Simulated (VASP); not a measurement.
# Al (Cmcm) in VASP: further runs, part 3 of 3

VASP 6.6.1.

### Step 5. Single point, PBE

INCAR reads:

```
SYSTEM = Al
ALGO = Fast
EDIFF = 1E-7
ENCUT = 520
GGA = PE
ISIF = 2
ISMEAR = 0
LASPH = .TRUE.
LCHARG = .FALSE.
LREAL = .FALSE.
LWAVE = .FALSE.
NBANDS = 10
NELM = 80
PREC = Accurate
SIGMA = 0.15
```

KPOINTS reads:

```
k-points
0
G
  20 20 12
  0 0 0
```

POSCAR reads:

```
Al
1.0
   -1.6175102401      1.6175102401      1.6175102401
    1.6175102401     -1.6175102401      1.6175102401
    3.2350204801      3.2350204801      0.0000000000
Al
2
Direct
    0.0706693050     -0.0706693050      0.0000000000
    0.4293306950      0.5706693050      0.5000000000
```

Potentials or basis: VASP PAW PBE potentials, release 64 (Al).

On the command line:

```
cat potpaw_PBE.64/Al/POTCAR > POTCAR
mpirun -np 1 vasp_std > vasp.out
```

OUTCAR:

```text
SYSTEM = Al
   EDIFF = 1E-7
   ENCUT = 520
   GGA = PE
   ISIF = 2
   ISMEAR = 0
   LASPH = .TRUE.
   LREAL = .FALSE.
   NELM = 80
   PREC = Accurate

 ion  position               nearest neighbor table
   1  0.071  0.929  0.000-   2 2.82   2 2.82   2 2.88   2 2.88   2 2.88   2 2.88
   2  0.429  0.571  0.500-   1 2.82   1 2.82   1 2.88   1 2.88   1 2.88   1 2.88

  LATTYP: Found a base centered orthorhombic cell.
 ALAT       =     3.2350204802
 B/A-ratio  =     1.4142135624
 C/A-ratio  =     1.4142135623

  Lattice vectors:

 A1 = (  -1.6175102401,   1.6175102401,   1.6175102401)
 A2 = (   1.6175102401,  -1.6175102401,   1.6175102401)
 A3 = (   3.2350204801,   3.2350204801,   0.0000000000)

Analysis of symmetry for initial positions (statically):
=====================================================================
 Subroutine PRICEL returns:
 Original cell was already a primitive cell.

 Routine SETGRP: Setting up the symmetry group for a
 base centered orthorhombic supercell.

 Subroutine GETGRP returns: Found  8 space group operations
 (whereof  4 operations were pure point group operations)
 out of a pool of  8 trial point group operations.

The static configuration has the point symmetry C_2v.
 The point group associated with its full space group is D_2h.

Analysis of symmetry for dynamics (positions and initial velocities):
=====================================================================
 Subroutine PRICEL returns:
 Original cell was already a primitive cell.

 Routine SETGRP: Setting up the symmetry group for a
 base centered orthorhombic supercell.

 Subroutine GETGRP returns: Found  8 space group operations
 (whereof  4 operations were pure point group operations)
 out of a pool of  8 trial point group operations.

The dynamic configuration has the point symmetry C_2v.
 The point group associated with its full space group is D_2h.

 Subroutine INISYM returns: Found  8 space group operations
[... 118 lines left out ...]
  volume/ion in A,a.u.               =      16.93       114.23
  Fermi-wavevector in a.u.,A,eV,Ry     =   0.919563  1.737722 11.505037  0.845596
  Thomas-Fermi vector in A             =   2.044771
   LORBIT       =      0    0 simple, 1 ext, 2 COOP (PROOUT), +10 PAW based schemes
   GGA     = PE    functional components
   LHFCALC =     F    Hartree Fock is set to
   AEXX    =    0.0000 exact exchange contribution
   IVDW    =     0    specifies the selected vdW correction
   LEPSILON=     F    determine dielectric tensor
   LRPA    =     F    only Hartree local field effects (RPA)
 non-spin polarized calculation
 RMM-DIIS sequential band-by-band and
 Gauss-broadening in eV      SIGMA  =   0.15
  energy-cutoff  :      520.00
  volume of cell :       33.86
 maximum number of plane-waves:       928
 NGX is ok and might be reduce to    24
   NGX = 11   NGY = 11   NGZ = 17

 number of electron       6.0000000 magnetization

 Free energy of the ion-electron system (eV)
  ---------------------------------------------------
  ext. energy  EPLUGINS =         0.00000000
  ---------------------------------------------------
  free energy    TOTEN  =        -7.35983869 eV

  energy without entropy =       -7.34949913  energy(sigma->0) =       -7.35466891

 E-fermi :   7.6948     XC(G=0): -10.1001

 val. band max:        7.6893022835   @ k =   0.4000   0.3500   0.4167
 cond. band min:       7.6965674899   @ k =   0.4000   0.2500   0.1667
 fundamental gap:      0.0072652064
 Fermi energy:         7.6947948649

 k-point     1 :       0.0000    0.0000    0.0000
  band No.  band energies     occupation
      1      -3.2337      2.00000
      2       3.4779      2.00000
      3       3.8984      2.00000
      4      15.7510      0.00000
      5      15.9122      0.00000
      6      17.2358      0.00000
      7      18.4904      0.00000
      8      21.0940      0.00000
      9      21.5318      0.00000
     10      21.6131      0.00000
[... 287 lines left out ...]
 k-point    24 :      -0.3500    0.0500    0.0000
  band No.  band energies     occupation
      1      -0.8541      2.00000
      2       5.6936      2.00000
      3       5.7506      2.00000
      4       6.4807      2.00000
      5      12.3695      0.00000
      6      12.7028      0.00000
      7      15.1375      0.00000
      8      16.9590      0.00000
      9      21.0117      0.00000
     10      21.2559      0.00000

 [... further k-points ...]
[... 5 lines left out ...]
  --------------------------------------------------------------------------------------
  -------------------------------------------------------------------------------------
  Total        0.2784910      0.2784910     -0.4150629     -0.2373225      0.0000000      0.0000000
  in kB       13.1792482     13.1792482    -19.6423468    -11.2310002      0.0000000      0.0000000
  external PRESSURE =       2.2387166 kB  Pullay stress =       0.0000000 kB

 VOLUME and BASIS-vectors are now :
 -----------------------------------------------------------------------------
  energy-cutoff  :      520.00
  volume of cell :       33.86
      direct lattice vectors                 reciprocal lattice vectors
    -1.617510240  1.617510240  1.617510240    -0.154558527  0.154558527  0.309117054
     1.617510240 -1.617510240  1.617510240     0.154558527 -0.154558527  0.309117054
     3.235020480  3.235020480  0.000000000     0.154558527  0.154558527  0.000000000

 POSITION                                       TOTAL-FORCE (eV/Angst)
 -----------------------------------------------------------------------------------
      1.38889     -1.38889      1.61751         0.007598     -0.007598      0.000000
      1.84613      1.38889      1.61751        -0.007598      0.007598      0.000000
 -----------------------------------------------------------------------------------
    total drift:                                0.000000     -0.000000     -0.000000

  FREE ENERGIE OF THE ION-ELECTRON SYSTEM (eV)
  ---------------------------------------------------
  free  energy   TOTEN  =        -7.3598386907 eV

  energy  without entropy=       -7.3494991281  energy(sigma->0) =       -7.35466891
```

Run time: 1.9 min. Hardware: 1 thread of Intel Xeon Platinum 8488C (Sapphire Rapids), shared host; peak memory 0.31 GiB.

Results:

| Property | Result |
| --- | --- |
| Free energy | -7.3598 eV |
| Pressure | 0.2 GPa |
| Largest force | 0.011 eV/Å |
| Band gap on the k mesh | zero (band 3 reaches 12.72 eV, above the bottom of band 4 at 3.98 eV) |

Forces on the atoms (eV/Å):
```
Al   0.008 -0.008  0.000
Al  -0.008  0.008  0.000
```

Levels at points of the mesh, in eV from the Fermi level:
| k point | band 1 | band 2 | band 3 | band 4 | band 5 | band 6 | band 7 | band 8 |
| --- | --- | --- | --- | --- | --- | --- | --- | --- |
| (0.00, 0.00, 0.00) | -10.93 | -4.22 | -3.80 | 8.06 | 8.22 | 9.54 | 10.80 | 13.40 |
| (0.50, 0.00, 0.00) | -5.96 | -5.48 | 0.20 | 1.15 | 1.29 | 1.42 | 7.19 | 8.41 |
| (0.50, 0.50, 0.00) | -4.20 | -3.91 | 1.89 | 2.09 | 2.41 | 2.56 | 3.07 | 4.78 |
| (0.00, 0.00, 0.50) | -9.17 | -9.17 | 4.23 | 4.23 | 9.30 | 9.30 | 10.12 | 10.12 |
| (0.50, 0.00, 0.50) | -4.30 | -4.30 | -3.72 | -3.72 | 8.24 | 8.24 | 8.43 | 8.43 |
| (0.50, 0.50, 0.50) | -2.85 | -2.85 | -1.77 | -1.77 | 3.45 | 3.45 | 5.32 | 5.32 |

### Step 6. Relaxation of the atoms, PBE

INCAR reads:

```
PREC     = Accurate       # precision mode
ENCUT    = 520            # plane-wave cutoff, eV
EDIFF    = 1E-7           # SCF threshold, eV
ISMEAR   = 0              # smearing method
SIGMA    = 0.15           # smearing width, eV
LREAL    = False          # projectors in reciprocal space
LASPH    = True           # aspherical terms in the spheres
NELM     = 100            # most SCF steps
ALGO     = Fast           # electronic algorithm
ISIF     = 2              # what is computed and relaxed
LWAVE    = False          # write WAVECAR
LCHARG   = False          # write CHGCAR
GGA      = PE             # functional
IBRION   = 2              # ionic algorithm
NSW      = 70             # ionic steps
EDIFFG   = -0.01          # ionic threshold
```

KPOINTS reads:

```
Automatic mesh
0
Gamma
  20 20 12
```

POSCAR reads:

```
Al
1.0
   -1.6175102401      1.6175102401      1.6175102401
    1.6175102401     -1.6175102401      1.6175102401
    3.2350204801      3.2350204801      0.0000000000
Al
2
Direct
    0.0732676020     -0.0732676020      0.0000000000
    0.4267323980      0.5732676020      0.5000000000
```

Potentials or basis: VASP PAW PBE potentials, release 64 (Al).

On the command line:

```
cat potpaw_PBE.64/Al/POTCAR > POTCAR
mpirun -np 1 vasp_std > vasp.out
```

Run time: 5.4 min. Hardware: 1 thread of Oxide Virtual Turin-like, shared host; peak memory 0.25 GiB.

It converged, with:

* Free energy: -7.3599 eV
* Energy gained by relaxing: 0.3 meV/atom
* Ionic steps: 4
* Pressure after relaxing: 0.2 GPa
* Band gap on the k mesh: zero (band 3 reaches 12.73 eV, above the bottom of band 4 at 3.98 eV)

Stress tensor (GPa, compression positive):
```
 1.25 -1.13  0.00
-1.13  1.25  0.00
 0.00  0.00 -1.92
```

Step by step:
```tsv
step	energy change (eV)	largest force (eV/Å)	pressure (GPa)
1	0.0000	0.0355	0.29
2	-0.0001	0.0317	0.28
3	-0.0004	0.0209	0.25
4	-0.0006	0.0002	0.20
```

Final structure:
```xyz
2
Lattice="-1.6175 1.6175 1.6175 1.6175 -1.6175 1.6175 3.2350 3.2350 0.0000" Properties=species:S:1:pos:R:3 pbc="T T T"
Al    1.3926   -1.3926    1.6175
Al    1.8424    1.3926    1.6175
```

Levels at points of the mesh, in eV from the Fermi level:
```
           k point  band 1  band 2  band 3  band 4  band 5  band 6  band 7
(0.00, 0.00, 0.00)  -10.93   -4.22   -3.80    8.05    8.22    9.55   10.80
(0.50, 0.00, 0.00)   -5.95   -5.48    0.21    1.15    1.28    1.42    7.19
(0.50, 0.50, 0.00)   -4.20   -3.90    1.89    2.08    2.39    2.57    3.06
(0.00, 0.00, 0.50)   -9.17   -9.17    4.23    4.23    9.31    9.31   10.11
(0.50, 0.00, 0.50)   -4.30   -4.30   -3.72   -3.72    8.24    8.24    8.42
(0.50, 0.50, 0.50)   -2.84   -2.84   -1.78   -1.78    3.45    3.45    5.33
```
